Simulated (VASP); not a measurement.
# MgSnSb2 (P-4m2) in VASP: single point with PBE

Aim: the single point of MgSnSb2 with PBE.

All numbers are computed with VASP 6.6.1; they aren't measurements. Logs are shortened: lines on timing, memory, paths and dates and some standing lists are left out, and cuts for length are marked.

### 1 The cell of the first run

The structure is tetragonal, space group P-4m2 (No. 115). The conventional cell has a = 4.831 Å, b = 4.831 Å, c = 6.555 Å, α = 90.00°, β = 90.00°, γ = 90.00°. Within 3.8 Å of Mg (site symmetry -4m2) lie 4 Sb at 2.89 Å. Within 3.8 Å of Sb (site symmetry 2mm) lie 2 Mg at 2.89 Å and 2 Sn at 2.95 Å. Within 3.9 Å of Sn (site symmetry -4m2) lie 4 Sb at 2.95 Å.

### 2 Single point, PBE (biaxial xy strain +5.0%)

File INCAR:

```
SYSTEM = MgSnSb2
  ALGO = Normal
  EDIFF = 1E-6
  ENCUT = 520
  GGA = PE
  ISIF = 2
  ISMEAR = -1
  LASPH = .TRUE.
  LCHARG = .FALSE.
  LREAL = .FALSE.
  LWAVE = .FALSE.
  NBANDS = 21
  NELM = 60
  PREC = Accurate
  SIGMA = 0.02
```

File KPOINTS:

```
k-points
0
G
  6 6 4
  0 0 0
```

File POSCAR:

```
MgSnSb2
1.0
    4.8305046669      0.0000000000      0.0000000000
    0.0000000000      4.8305046669      0.0000000000
    0.0000000000      0.0000000000      6.5552383774
Mg Sb Sn
1 2 1
Direct
    0.0000000000      0.0000000000      0.0000000000
    0.0000000000      0.5000000000      0.2424345103
    0.5000000000      0.0000000000      0.7575654897
    0.5000000000      0.5000000000      0.5000000000
```

Potentials or basis: VASP PAW PBE potentials, release 64 (Mg, Sb, Sn_d).

Command:

```sh
$ cat potpaw_PBE.64/Mg/POTCAR potpaw_PBE.64/Sb/POTCAR potpaw_PBE.64/Sn_d/POTCAR > POTCAR
$ mpirun -np 1 vasp_std > vasp.out
```

OUTCAR:

```text
SYSTEM = MgSnSb2
   EDIFF = 1E-6
   ENCUT = 520
   GGA = PE
   ISIF = 2
   ISMEAR = -1
   LASPH = .TRUE.
   LREAL = .FALSE.
   NELM = 60
   PREC = Accurate

 ion  position               nearest neighbor table
   1  0.000  0.000  0.000-   2 2.89   3 2.89   2 2.89   3 2.89
   2  0.000  0.500  0.242-   1 2.89   1 2.89   4 2.95   4 2.95
   3  0.500  0.000  0.758-   1 2.89   1 2.89   4 2.95   4 2.95
   4  0.500  0.500  0.500-   2 2.95   3 2.95   3 2.95   2 2.95

  LATTYP: Found a simple tetragonal cell.
 ALAT       =     4.8305046669
 C/A-ratio  =     1.3570504180

  Lattice vectors:

 A1 = (   4.8305046669,   0.0000000000,   0.0000000000)
 A2 = (   0.0000000000,   4.8305046669,   0.0000000000)
 A3 = (   0.0000000000,   0.0000000000,   6.5552383774)

Analysis of symmetry for initial positions (statically):
=====================================================================
 Subroutine PRICEL returns:
 Original cell was already a primitive cell.

 Routine SETGRP: Setting up the symmetry group for a
 simple tetragonal supercell.

 Subroutine GETGRP returns: Found  8 space group operations
 (whereof  8 operations were pure point group operations)
 out of a pool of 16 trial point group operations.

The static configuration has the point symmetry D_2d.

Analysis of symmetry for dynamics (positions and initial velocities):
=====================================================================
 Subroutine PRICEL returns:
 Original cell was already a primitive cell.

 Routine SETGRP: Setting up the symmetry group for a
 simple tetragonal supercell.

 Subroutine GETGRP returns: Found  8 space group operations
 (whereof  8 operations were pure point group operations)
 out of a pool of 16 trial point group operations.

The dynamic configuration has the point symmetry D_2d.

 Subroutine INISYM returns: Found  8 space group operations
 (whereof  8 operations are pure point group operations),
 and found     1 'primitive' translations

----------------------------------------------------------------------------------------

                                     Primitive cell

  volume of cell :     152.9585

  direct lattice vectors                    reciprocal lattice vectors
     4.830504667  0.000000000  0.000000000     0.207017707  0.000000000  0.000000000
     0.000000000  4.830504667  0.000000000     0.000000000  0.207017707  0.000000000
     0.000000000  0.000000000  6.555238377     0.000000000  0.000000000  0.152549754

  length of vectors
     4.830504667  4.830504667  6.555238377     0.207017707  0.207017707  0.152549754

  position of ions in fractional coordinates (direct lattice)
     0.000000000  0.000000000  0.000000000
     0.000000000  0.500000000  0.242434510
     0.500000000  0.000000000  0.757565490
     0.500000000  0.500000000  0.500000000

  ion indices of the primitive-cell ions
   primitive index   ion index
                 1           1
                 2           2
                 3           3
                 4           4

----------------------------------------------------------------------------------------

 KPOINTS: k-points

Automatic generation of k-mesh.
 Grid dimensions read from file:
 generate k-points for:    6    6    4

 Generating k-lattice:

  Cartesian coordinates                     Fractional coordinates (reciprocal lattice)
     0.034502951  0.000000000  0.000000000     0.166666667  0.000000000  0.000000000
     0.000000000  0.034502951  0.000000000     0.000000000  0.166666667  0.000000000
     0.000000000  0.000000000  0.038137438     0.000000000  0.000000000  0.250000000

  Length of vectors
     0.034502951  0.034502951  0.038137438

  Shift w.r.t. Gamma in fractional coordinates (k-lattice)
     0.000000000  0.000000000  0.000000000

 Subroutine IBZKPT returns following result:
 ===========================================

 Found     30 irreducible k-points:

 Following reciprocal coordinates:
            Coordinates               Weight
  0.000000  0.000000  0.000000      1.000000
  0.166667  0.000000  0.000000      4.000000
  0.333333  0.000000  0.000000      4.000000
  0.500000  0.000000  0.000000      2.000000
  0.166667  0.166667  0.000000      4.000000
  0.333333  0.166667  0.000000      8.000000
[... 16 lines left out ...]
  0.333333  0.000000  0.500000      4.000000
  0.500000  0.000000  0.500000      2.000000
 [... further k-points ...]
   k-points           NKPTS =     30   k-points in BZ     NKDIM =     30   number of bands    NBANDS=     21
   number of dos      NEDOS =    301   number of ions     NIONS =      4
   total plane-waves  NPLWV =  64800
   dimension x,y,z NGX =    36 NGY =   36 NGZ =   50
   dimension x,y,z NGXF=    72 NGYF=   72 NGZF=  100
   ions per type =               1   2   1
   NGX,Y,Z   is equivalent  to a cutoff of  12.39, 12.39, 12.68 a.u.
   NGXF,Y,Z  is equivalent  to a cutoff of  24.78, 24.78, 25.36 a.u.
 SYSTEM =  MgSnSb2
   PREC   = accura    normal or accurate (medium, high low for compatibility)
   ISTART =      0    job   : 0-new  1-cont  2-samecut
   ICHARG =      2    charge: 1-file 2-atom 10-const
   ISPIN  =      1    spin polarized calculation?
   LNONCOLLINEAR =      F non collinear calculations
   LSORBIT =      F    spin-orbit coupling
   LASPH  =      T    aspherical Exc in radial PAW
   ENCUT  =  520.0 eV  38.22 Ry    6.18 a.u.   8.98  8.98 12.19*2*pi/ulx,y,z
   NELM   =     60;   NELMIN=  2; NELMDL= -5     # of ELM steps
   EDIFF  = 0.1E-05   stopping-criterion for ELM
   LREAL  =      F    real-space projection
   EDIFFG = 0.1E-04   stopping-criterion for IOM
   NSW    =      0    number of steps for IOM
   IBRION =     -1    ionic relax: 0-MD 1-quasi-New 2-CG
   NFREE  =      0    steps in history (QN), initial steepest desc. (CG)
   ISIF   =      2    stress and relaxation
   ISYM   =      2    0-nonsym 1-usesym 2-fastsym
   POTIM  = 0.5000    time-step for ionic-motion
   TEBEG  =    0.0;   TEEND  =   0.0 temperature during run
   PSTRESS=    0.0 pullay stress
   NELECT =      26.0000    total number of electrons
   NUPDOWN=      -1.0000    fix difference up-down
   EMIN   =  10.00;   EMAX   =-10.00  energy-range for DOS
   EFERMI =   0.00;   METHOD = LEGACY
   ISMEAR =    -1;   SIGMA  =   0.02  broadening in eV -4-tet -1-fermi 0-gaus
   EFERMI_NEDOS =   21; number of points for ismear=-14 and -15
   IALGO  =     38    algorithm
   IMIX   =      4    mixing-type and parameters
     AMIX     =   0.40;   BMIX     =  1.00
     AMIX_MAG =   1.60;   BMIX_MAG =  1.00
  volume/ion in A,a.u.               =      38.24       258.05
  Fermi-wavevector in a.u.,A,eV,Ry     =   0.906863  1.713722 11.189426  0.822400
  Thomas-Fermi vector in A             =   2.030601
   LORBIT       =      0    0 simple, 1 ext, 2 COOP (PROOUT), +10 PAW based schemes
   GGA     = PE    functional components
   LHFCALC =     F    Hartree Fock is set to
   AEXX    =    0.0000 exact exchange contribution
   IVDW    =     0    specifies the selected vdW correction
   LEPSILON=     F    determine dielectric tensor
   LRPA    =     F    only Hartree local field effects (RPA)
 non-spin polarized calculation
  energy-cutoff  :      520.00
  volume of cell :      152.96
 maximum number of plane-waves:      4154
 NGX is ok and might be reduce to    36
   NGX = 17   NGY = 17   NGZ = 25

 number of electron      26.0000012 magnetization

 Free energy of the ion-electron system (eV)
  ---------------------------------------------------
  ext. energy  EPLUGINS =         0.00000000
  ---------------------------------------------------
  free energy    TOTEN  =       -14.02882015 eV

  energy without entropy =      -14.02797184  energy(sigma->0) =      -14.02839600

 E-fermi :   2.9863     XC(G=0):  -7.8803

 val. band max:        2.9687829360   @ k =   0.1667   0.0000   0.0000
 cond. band min:       3.0324393636   @ k =   0.0000   0.0000   0.0000
 fundamental gap:      0.0636564275
 Fermi energy:         2.9862608986

 k-point     1 :       0.0000    0.0000    0.0000
  band No.  band energies     occupation
      1     -18.4210      2.00000
      2     -18.4210      2.00000
      3     -18.4129      2.00000
      4     -18.4114      2.00000
      5     -18.3856      2.00000
      6      -6.9607      2.00000
[... 13 lines left out ...]
     20       8.9683      0.00000
     21      10.3501      0.00000

 k-point     2 :       0.1667    0.0000    0.0000
  band No.  band energies     occupation
      1     -18.4220      2.00000
      2     -18.4210      2.00000
      3     -18.4120      2.00000
      4     -18.4108      2.00000
      5     -18.3859      2.00000
      6      -6.8368      2.00000
[... 13 lines left out ...]
     20       9.5729      0.00000
     21       9.6066      0.00000

 k-point     3 :       0.3333    0.0000    0.0000
  band No.  band energies     occupation
      1     -18.4237      2.00000
      2     -18.4209      2.00000
      3     -18.4117      2.00000
      4     -18.4083      2.00000
      5     -18.3863      2.00000
      6      -6.5095      2.00000
[... 13 lines left out ...]
     20       8.8207      0.00000
     21       8.9308      0.00000

 k-point     4 :       0.5000    0.0000    0.0000
  band No.  band energies     occupation
      1     -18.4244      2.00000
      2     -18.4208      2.00000
      3     -18.4117      2.00000
      4     -18.4071      2.00000
      5     -18.3865      2.00000
      6      -6.2409      2.00000
[... 13 lines left out ...]
     20       8.4518      0.00000
     21       8.4927      0.00000

 k-point     5 :       0.1667    0.1667    0.0000
  band No.  band energies     occupation
      1     -18.4221      2.00000
      2     -18.4218      2.00000
      3     -18.4109      2.00000
      4     -18.4103      2.00000
      5     -18.3861      2.00000
      6      -6.7112      2.00000
[... 13 lines left out ...]
     20       8.7746      0.00000
     21       8.9113      0.00000

 k-point     6 :       0.3333    0.1667    0.0000
  band No.  band energies     occupation
      1     -18.4236      2.00000
      2     -18.4219      2.00000
      3     -18.4109      2.00000
      4     -18.4077      2.00000
      5     -18.3865      2.00000
      6      -6.3780      2.00000
[... 13 lines left out ...]
     20       8.1964      0.00000
     21       8.2654      0.00000

 k-point     7 :       0.5000    0.1667    0.0000
  band No.  band energies     occupation
      1     -18.4244      2.00000
      2     -18.4218      2.00000
      3     -18.4109      2.00000
      4     -18.4064      2.00000
      5     -18.3867      2.00000
      6      -6.0973      2.00000
[... 13 lines left out ...]
     20       8.3673      0.00000
     21       9.3515      0.00000
[... 291 lines left out ...]
      1     -18.4242      2.00000
      2     -18.4242      2.00000
      3     -18.4097      2.00000
      4     -18.4034      2.00000
      5     -18.3874      2.00000
      6      -5.3765      2.00000
[... 13 lines left out ...]
     20       9.1352      0.00000
     21      10.5113      0.00000

 k-point    21 :       0.0000    0.0000    0.5000
  band No.  band energies     occupation
      1     -18.4210      2.00000
      2     -18.4210      2.00000
      3     -18.4129      2.00000
      4     -18.4113      2.00000
      5     -18.3856      2.00000
      6      -6.7116      2.00000
[... 13 lines left out ...]
     20       8.6758      0.00000
     21       9.1270      0.00000

 k-point    22 :       0.1667    0.0000    0.5000
  band No.  band energies     occupation
      1     -18.4220      2.00000
      2     -18.4210      2.00000
      3     -18.4120      2.00000
      4     -18.4108      2.00000
      5     -18.3858      2.00000
      6      -6.6028      2.00000
[... 13 lines left out ...]
     20       8.1170      0.00000
     21       8.6122      0.00000

 k-point    23 :       0.3333    0.0000    0.5000
  band No.  band energies     occupation
      1     -18.4237      2.00000
      2     -18.4209      2.00000
      3     -18.4117      2.00000
      4     -18.4083      2.00000
      5     -18.3863      2.00000
      6      -6.3445      2.00000
[... 13 lines left out ...]
     20       8.4784      0.00000
     21       9.0985      0.00000

 k-point    24 :       0.5000    0.0000    0.5000
  band No.  band energies     occupation
      1     -18.4244      2.00000
      2     -18.4209      2.00000
      3     -18.4116      2.00000
      4     -18.4071      2.00000
      5     -18.3865      2.00000
      6      -6.1847      2.00000
[... 13 lines left out ...]
     20       9.1745      0.00000
     21       9.3130      0.00000

 [... further k-points ...]

------------------------ aborting loop because EDIFF is reached ----------------------------------------

  FORCE on cell =-STRESS in cart. coord.  units (eV):
  Direction    XX          YY          ZZ          XY          YZ          ZX
  --------------------------------------------------------------------------------------
  -------------------------------------------------------------------------------------
  Total       -2.2584063     -2.2584063     -1.2989081      0.0000000      0.0000000      0.0000000
  in kB      -23.6558832    -23.6558832    -13.6055310      0.0000000      0.0000000      0.0000000
  external PRESSURE =     -20.3057658 kB  Pullay stress =       0.0000000 kB

 VOLUME and BASIS-vectors are now :
 -----------------------------------------------------------------------------
  energy-cutoff  :      520.00
  volume of cell :      152.96
      direct lattice vectors                 reciprocal lattice vectors
     4.830504667  0.000000000  0.000000000     0.207017707  0.000000000  0.000000000
     0.000000000  4.830504667  0.000000000     0.000000000  0.207017707  0.000000000
     0.000000000  0.000000000  6.555238377     0.000000000  0.000000000  0.152549754

 POSITION                                       TOTAL-FORCE (eV/Angst)
 -----------------------------------------------------------------------------------
      0.00000      0.00000      0.00000         0.000000     -0.000000      0.000000
      0.00000      2.41525      1.58922         0.000000     -0.000000     -0.094225
      2.41525      0.00000      4.96602         0.000000     -0.000000      0.094225
      2.41525      2.41525      3.27762        -0.000000      0.000000      0.000000
 -----------------------------------------------------------------------------------
    total drift:                                0.000000      0.000000      0.000000

  FREE ENERGIE OF THE ION-ELECTRON SYSTEM (eV)
  ---------------------------------------------------
  free  energy   TOTEN  =       -14.0288201543 eV

  energy  without entropy=      -14.0279718381  energy(sigma->0) =      -14.02839600
```

It took 1.7 min on 1 thread of AMD EPYC 7R43 (Zen 3), shared host; peak memory 0.26 GiB.

What came out:

| Property | Result |
| --- | --- |
| Free energy | -14.0288 eV |
| Pressure | -2.0 GPa |
| Largest force | 0.094 eV/Å |
| Band gap on the k mesh | zero (bands 13 and 14 overlap by 0.22 eV) |

Forces in eV/Å, atoms in the order of the input:
```
Mg   0.000  0.000  0.000
Sb   0.000  0.000 -0.094
Sb   0.000  0.000  0.094
Sn   0.000  0.000  0.000
```

Levels at points of the mesh, in eV from the Fermi level:
```tsv
k point	band 11	band 12	band 13	band 14	band 15	band 16
(0.00, 0.00, 0.00)	-0.47	-0.12	0.05	0.05	1.19	2.33
(0.50, 0.00, 0.00)	-2.12	-1.49	-0.36	0.95	3.30	3.45
(0.50, 0.50, 0.00)	-1.76	-1.76	-0.91	0.65	1.60	1.60
(0.00, 0.00, 0.50)	-1.72	-0.65	-0.65	0.95	1.11	3.36
(0.50, 0.00, 0.50)	-1.07	-0.44	-0.32	-0.17	2.20	2.87
(0.50, 0.50, 0.50)	-2.14	-2.14	-1.63	2.51	3.68	3.68
```

Caveat: the cell differs from its parent crystal (biaxial xy strain +5.0%); semilocal functionals underestimate gaps, and a narrow one can read as zero; spin-orbit coupling is left out, which moves the levels of the heavy elements.

The gap in the log of VASP goes by the Fermi energy; the results here count the filled bands.